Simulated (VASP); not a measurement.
Input of a VASP 6.6.1 run:

The input POSCAR:

```
Ga2O3
1.0
    6.1278415757     -1.5195305764      0.0025325578
    6.1278415757      1.5195305764      0.0025325578
   -1.3883852660      0.0000000000      5.6399772456
Ga O
4 6
Direct
    0.0905209738      0.0905209738      0.7947888382
    0.9094790262      0.9094790262      0.2052111618
    0.6587278752      0.6587278752      0.3144766576
    0.3412721248      0.3412721248      0.6855233424
    0.1642143310      0.1642143310      0.1091577328
    0.8357856690      0.8357856690      0.8908422672
    0.1733419983      0.1733419983      0.5635248269
    0.8266580017      0.8266580017      0.4364751731
    0.4959680156      0.4959680156      0.2354280008
    0.5037148571      0.5037148571      0.7437626390
```

File INCAR.step1:

```
SYSTEM = Ga2O3
PREC     = Accurate       ! precision mode
ENCUT    = 520            ! plane-wave cutoff, eV
ISMEAR   = 0              ! smearing method
SIGMA    = 0.05           ! smearing width, eV
LREAL    = .False.        ! projectors in reciprocal space
LASPH    = .True.         ! aspherical terms in the spheres
NELM     = 100            ! most SCF steps
NBANDS   = 55             ! bands
GGA      = PE             ! functional
ALGO     = Normal         ! electronic algorithm
EDIFF    = 1E-4           ! SCF threshold, eV
LWAVE    = .True.         ! write WAVECAR
LCHARG   = .False.        ! write CHGCAR
```

INCAR.step2

```
SYSTEM = Ga2O3
PREC     = Accurate       ! precision mode
ENCUT    = 520            ! plane-wave cutoff, eV
EDIFF    = 1E-6           ! SCF threshold, eV
ISMEAR   = 0              ! smearing method
SIGMA    = 0.05           ! smearing width, eV
LREAL    = .False.        ! projectors in reciprocal space
LASPH    = .True.         ! aspherical terms in the spheres
NELM     = 100            ! most SCF steps
ALGO     = Normal         ! electronic algorithm
ISIF     = 2              ! what is computed and relaxed
LWAVE    = .False.        ! write WAVECAR
LCHARG   = .True.         ! write CHGCAR
METAGGA  = R2SCAN         ! meta-GGA
LMIXTAU  = .True.       
LELF     = .True.         ! ELF
LVHAR    = .True.       
NBANDS   = 55             ! bands
ISTART   = 1
```

Contents of KPOINTS:

```
regular mesh
0
Gamma
  8 8 4
  0 0 0
```

Potentials or basis: VASP PAW PBE potentials, release 64 (Ga_d, O).

Launch:

```console
$ cat potpaw_PBE.64/Ga_d/POTCAR potpaw_PBE.64/O/POTCAR > POTCAR
$ cp INCAR.step1 INCAR
$ mpirun -np 1 vasp_std > vasp.out
$ cp INCAR.step2 INCAR
$ mpirun -np 1 vasp_std > vasp.out
```

(1) Estimate the band gap on the k mesh.

(2) Estimate the largest force.

(3) What does it give for the pressure?

Answers

(1) 3.00 eV (least direct gap 3.06 eV).

(2) 0.640 eV/Å.

(3) 1.9 GPa.

Caveat: the cell differs from its parent crystal (atom 9 (O) moved -0.120 Å towards its neighbour atom 10 (O) at 2.811 Å); the PAW data sets were made with another functional, which shifts forces and pressure a little.
